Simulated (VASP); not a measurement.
# Ca (P6_3/mmc) in VASP: further runs

The runs below take Ca through single point, with PBEsol.

Everything below comes from runs of VASP 6.6.1. Logs are shortened: lines on timing, memory, paths and dates and some standing lists are left out, and cuts for length are marked.

## Step 1: The cell of the first run

Symmetry: P6_3/mmc, No. 194, hexagonal system. The conventional cell has a = 3.910 Å, b = 3.910 Å, c = 6.284 Å, α = 90.00°, β = 90.00°, γ = 120.00°. Ca (site symmetry -6m2) has 12 Ca at 3.87 to 3.91 Å within 5.1 Å.

This isn't the form of Ca at room conditions, which is fcc.

## Step 2: Single point, PBEsol (biaxial strain in the a-b plane: +1.5 %)

File INCAR:

```
ALGO = Normal
EDIFF = 1E-7
ENCUT = 520
GGA = PS
ISIF = 2
ISMEAR = 0
LASPH = True
LCHARG = False
LREAL = False
LWAVE = False
NBANDS = 17
NELM = 100
PREC = Accurate
SIGMA = 0.1
```

File KPOINTS:

```
k-points
0
Gamma
  12 12 8
```

File POSCAR:

```
Ca
1.0
    3.9101934234      0.0000000000      0.0000000000
   -1.9550967117      3.3863268384      0.0000000000
    0.0000000000      0.0000000000      6.2839184593
Ca
2
Direct
    0.6666666667      0.3333333333      0.7500000000
    0.3333333333      0.6666666667      0.2500000000
```

Potentials or basis: VASP PAW PBE potentials, release 64 (Ca_sv).

Started as:

```console
$ cat potpaw_PBE.64/Ca_sv/POTCAR > POTCAR
$ mpirun -np 1 vasp_std > vasp.out
```

OUTCAR:

```text
EDIFF = 1E-7
   ENCUT = 520
   GGA = PS
   ISIF = 2
   ISMEAR = 0
   LASPH = True
   LREAL = False
   NELM = 100
   PREC = Accurate

 ion  position               nearest neighbor table
   1  0.667  0.333  0.750-
   2  0.333  0.667  0.250-

  LATTYP: Found a hexagonal cell.
 ALAT       =     3.9101934234
 C/A-ratio  =     1.6070607714

  Lattice vectors:

 A1 = (   3.9101934234,   0.0000000000,   0.0000000000)
 A2 = (  -1.9550967117,   3.3863268384,   0.0000000000)
 A3 = (   0.0000000000,   0.0000000000,   6.2839184593)

Analysis of symmetry for initial positions (statically):
=====================================================================
 Subroutine PRICEL returns:
 Original cell was already a primitive cell.

 Routine SETGRP: Setting up the symmetry group for a
 hexagonal supercell.

 Subroutine GETGRP returns: Found 24 space group operations
 (whereof 12 operations were pure point group operations)
 out of a pool of 24 trial point group operations.

The static configuration has the point symmetry D_3d.
 The point group associated with its full space group is D_6h.

Analysis of symmetry for dynamics (positions and initial velocities):
=====================================================================
 Subroutine PRICEL returns:
 Original cell was already a primitive cell.

 Routine SETGRP: Setting up the symmetry group for a
 hexagonal supercell.

 Subroutine GETGRP returns: Found 24 space group operations
 (whereof 12 operations were pure point group operations)
 out of a pool of 24 trial point group operations.

The dynamic configuration has the point symmetry D_3d.
 The point group associated with its full space group is D_6h.

 Subroutine INISYM returns: Found 24 space group operations
 (whereof 12 operations are pure point group operations),
 and found     1 'primitive' translations

----------------------------------------------------------------------------------------

                                     Primitive cell

  volume of cell :      83.2066

  direct lattice vectors                    reciprocal lattice vectors
     3.910193423  0.000000000  0.000000000     0.255741824  0.147652611  0.000000000
    -1.955096712  3.386326838  0.000000000     0.000000000  0.295305222  0.000000000
     0.000000000  0.000000000  6.283918459     0.000000000  0.000000000  0.159136374

  length of vectors
     3.910193423  3.910193423  6.283918459     0.295305222  0.295305222  0.159136374

  position of ions in fractional coordinates (direct lattice)
     0.666666667  0.333333333  0.750000000
     0.333333333  0.666666667  0.250000000

  ion indices of the primitive-cell ions
   primitive index   ion index
                 1           1
                 2           2

----------------------------------------------------------------------------------------

 KPOINTS: k-points

Automatic generation of k-mesh.
 Grid dimensions read from file:
 generate k-points for:   12   12    8

 Generating k-lattice:

  Cartesian coordinates                     Fractional coordinates (reciprocal lattice)
     0.021311819  0.012304384  0.000000000     0.083333333  0.000000000  0.000000000
     0.000000000  0.024608769  0.000000000     0.000000000  0.083333333  0.000000000
     0.000000000  0.000000000  0.019892047     0.000000000  0.000000000  0.125000000

  Length of vectors
     0.024608769  0.024608769  0.019892047

  Shift w.r.t. Gamma in fractional coordinates (k-lattice)
     0.000000000  0.000000000  0.000000000

 Subroutine IBZKPT returns following result:
 ===========================================

 Found     95 irreducible k-points:

 Following reciprocal coordinates:
            Coordinates               Weight
  0.000000  0.000000  0.000000      1.000000
  0.083333  0.000000  0.000000      6.000000
  0.166667  0.000000  0.000000      6.000000
  0.250000  0.000000  0.000000      6.000000
  0.333333  0.000000  0.000000      6.000000
  0.416667  0.000000  0.000000      6.000000
[... 16 lines left out ...]
  0.250000  0.000000  0.125000     12.000000
  0.333333  0.000000  0.125000     12.000000
 [... further k-points ...]
   k-points           NKPTS =     95   k-points in BZ     NKDIM =     95   number of bands    NBANDS=     17
   number of dos      NEDOS =    301   number of ions     NIONS =      2
   total plane-waves  NPLWV =  43200
   dimension x,y,z NGX =    30 NGY =   30 NGZ =   48
   dimension x,y,z NGXF=    60 NGYF=   60 NGZF=   96
   ions per type =               2
   NGX,Y,Z   is equivalent  to a cutoff of  12.75, 12.75, 12.70 a.u.
   NGXF,Y,Z  is equivalent  to a cutoff of  25.51, 25.51, 25.40 a.u.
 SYSTEM =  unknown system
   PREC   = accura    normal or accurate (medium, high low for compatibility)
   ISTART =      0    job   : 0-new  1-cont  2-samecut
   ICHARG =      2    charge: 1-file 2-atom 10-const
   ISPIN  =      1    spin polarized calculation?
   LNONCOLLINEAR =      F non collinear calculations
   LSORBIT =      F    spin-orbit coupling
   LASPH  =      T    aspherical Exc in radial PAW
   ENCUT  =  520.0 eV  38.22 Ry    6.18 a.u.   7.27  7.27 11.68*2*pi/ulx,y,z
   NELM   =    100;   NELMIN=  2; NELMDL= -5     # of ELM steps
   EDIFF  = 0.1E-06   stopping-criterion for ELM
   LREAL  =      F    real-space projection
   EDIFFG = 0.1E-05   stopping-criterion for IOM
   NSW    =      0    number of steps for IOM
   IBRION =     -1    ionic relax: 0-MD 1-quasi-New 2-CG
   NFREE  =      0    steps in history (QN), initial steepest desc. (CG)
   ISIF   =      2    stress and relaxation
   ISYM   =      2    0-nonsym 1-usesym 2-fastsym
   POTIM  = 0.5000    time-step for ionic-motion
   TEBEG  =    0.0;   TEEND  =   0.0 temperature during run
   PSTRESS=    0.0 pullay stress
   NELECT =      20.0000    total number of electrons
   NUPDOWN=      -1.0000    fix difference up-down
   EMIN   =  10.00;   EMAX   =-10.00  energy-range for DOS
   EFERMI =   0.00;   METHOD = LEGACY
   ISMEAR =     0;   SIGMA  =   0.10  broadening in eV -4-tet -1-fermi 0-gaus
   EFERMI_NEDOS =   21; number of points for ismear=-14 and -15
   IALGO  =     38    algorithm
   IMIX   =      4    mixing-type and parameters
     AMIX     =   0.40;   BMIX     =  1.00
     AMIX_MAG =   1.60;   BMIX_MAG =  1.00
  volume/ion in A,a.u.               =      41.60       280.75
  Fermi-wavevector in a.u.,A,eV,Ry     =   1.017886  1.923525 14.096873  1.036091
  Thomas-Fermi vector in A             =   2.151312
   LORBIT       =      0    0 simple, 1 ext, 2 COOP (PROOUT), +10 PAW based schemes
   GGA     = PS    functional components
   LHFCALC =     F    Hartree Fock is set to
   AEXX    =    0.0000 exact exchange contribution
   IVDW    =     0    specifies the selected vdW correction
   LEPSILON=     F    determine dielectric tensor
   LRPA    =     F    only Hartree local field effects (RPA)
 non-spin polarized calculation
 Gauss-broadening in eV      SIGMA  =   0.10
  energy-cutoff  :      520.00
  volume of cell :       83.21
 maximum number of plane-waves:      2297
 NGX is ok and might be reduce to    30
   NGX = 15   NGY = 15   NGZ = 23

 number of electron      19.9999998 magnetization

 Free energy of the ion-electron system (eV)
  ---------------------------------------------------
  ext. energy  EPLUGINS =         0.00000000
  ---------------------------------------------------
  free energy    TOTEN  =        -4.26127628 eV

  energy without entropy =       -4.25158517  energy(sigma->0) =       -4.25643072

 E-fermi :   2.0141     XC(G=0):  -7.8549

 val. band max:        2.0093326495   @ k =   0.2500   0.0833   0.0000
 cond. band min:       2.0283120183   @ k =   0.2500   0.0833   0.0000
 fundamental gap:      0.0189793688
 Fermi energy:         2.0141266648

 k-point     1 :       0.0000    0.0000    0.0000
  band No.  band energies     occupation
      1     -39.8507      2.00000
      2     -39.8347      2.00000
      3     -20.9910      2.00000
      4     -20.8660      2.00000
      5     -20.8660      2.00000
      6     -20.8435      2.00000
[... 9 lines left out ...]
     16       4.6012      0.00000
     17       4.9440      0.00000

 k-point     2 :       0.0833    0.0000    0.0000
  band No.  band energies     occupation
      1     -39.8498      2.00000
      2     -39.8343      2.00000
      3     -20.9877      2.00000
      4     -20.8731      2.00000
      5     -20.8683      2.00000
      6     -20.8509      2.00000
[... 9 lines left out ...]
     16       4.6775      0.00000
     17       4.8492      0.00000

 k-point     3 :       0.1667    0.0000    0.0000
  band No.  band energies     occupation
      1     -39.8474      2.00000
      2     -39.8333      2.00000
      3     -20.9781      2.00000
      4     -20.8925      2.00000
      5     -20.8745      2.00000
      6     -20.8709      2.00000
[... 9 lines left out ...]
     16       4.6823      0.00000
     17       4.7341      0.00000

 k-point     4 :       0.2500    0.0000    0.0000
  band No.  band energies     occupation
      1     -39.8440      2.00000
      2     -39.8321      2.00000
      3     -20.9638      2.00000
      4     -20.9194      2.00000
      5     -20.8976      2.00000
      6     -20.8828      2.00000
[... 9 lines left out ...]
     16       4.9393      0.00000
     17       4.9987      0.00000
[... 343 lines left out ...]
      1     -39.8469      2.00000
      2     -39.8338      2.00000
      3     -20.9739      2.00000
      4     -20.8909      2.00000
      5     -20.8742      2.00000
      6     -20.8735      2.00000
[... 9 lines left out ...]
     16       4.7269      0.00000
     17       4.9010      0.00000

 k-point    23 :       0.2500    0.0000    0.1250
  band No.  band energies     occupation
      1     -39.8436      2.00000
      2     -39.8326      2.00000
      3     -20.9626      2.00000
      4     -20.9159      2.00000
      5     -20.9009      2.00000
      6     -20.8817      2.00000
[... 9 lines left out ...]
     16       4.9483      0.00000
     17       5.0597      0.00000

 k-point    24 :       0.3333    0.0000    0.1250
  band No.  band energies     occupation
      1     -39.8400      2.00000
      2     -39.8315      2.00000
      3     -20.9586      2.00000
      4     -20.9335      2.00000
      5     -20.9249      2.00000
      6     -20.8896      2.00000
[... 9 lines left out ...]
     16       5.3558      0.00000
     17       5.3830      0.00000

 [... further k-points ...]
[... 5 lines left out ...]
  --------------------------------------------------------------------------------------
  -------------------------------------------------------------------------------------
  Total       -0.3003846     -0.3003846      0.1021271      0.0000000      0.0000000      0.0000000
  in kB       -5.7840316     -5.7840316      1.9664991      0.0000000      0.0000000      0.0000000
  external PRESSURE =      -3.2005214 kB  Pullay stress =       0.0000000 kB

 VOLUME and BASIS-vectors are now :
 -----------------------------------------------------------------------------
  energy-cutoff  :      520.00
  volume of cell :       83.21
      direct lattice vectors                 reciprocal lattice vectors
     3.910193423  0.000000000  0.000000000     0.255741824  0.147652611  0.000000000
    -1.955096712  3.386326838  0.000000000     0.000000000  0.295305222  0.000000000
     0.000000000  0.000000000  6.283918459     0.000000000  0.000000000  0.159136374

 POSITION                                       TOTAL-FORCE (eV/Angst)
 -----------------------------------------------------------------------------------
      1.95510      1.12878      4.71294        -0.000000     -0.000000      0.000000
     -0.00000      2.25755      1.57098         0.000000      0.000000     -0.000000
 -----------------------------------------------------------------------------------
    total drift:                               -0.000000      0.000000      0.000000

  FREE ENERGIE OF THE ION-ELECTRON SYSTEM (eV)
  ---------------------------------------------------
  free  energy   TOTEN  =        -4.2612762759 eV

  energy  without entropy=       -4.2515851659  energy(sigma->0) =       -4.25643072
```

It took 86 s on 1 thread of Intel Xeon Platinum 8259CL at 2.50GHz (Skylake/Cascade Lake), shared host; peak memory 0.27 GiB.

What came out:

```
Free energy            : -4.2613 eV
Pressure               : -0.3 GPa
Band gap on the k mesh : zero (bands 10 and 11 overlap by 0.47 eV)
```

Levels at points of the mesh, in eV from the Fermi level:
```tsv
k point	band 8	band 9	band 10	band 11	band 12	band 13
(0.00, 0.00, 0.00)	-22.85	-4.13	-1.03	-0.14	2.25	2.25
(0.50, 0.00, 0.00)	-22.88	-1.20	-0.75	0.18	0.32	1.38
(0.00, 0.00, 0.50)	-22.87	-3.07	-3.07	1.42	1.42	2.23
(0.50, 0.00, 0.50)	-22.89	-0.75	-0.75	0.07	0.07	1.45
```

Caveat: the cell differs from its parent crystal (biaxial strain in the a-b plane: +1.5 %); the PAW data sets were made with another functional, which shifts forces and pressure a little.

(Part 1 of 2 ends here.)
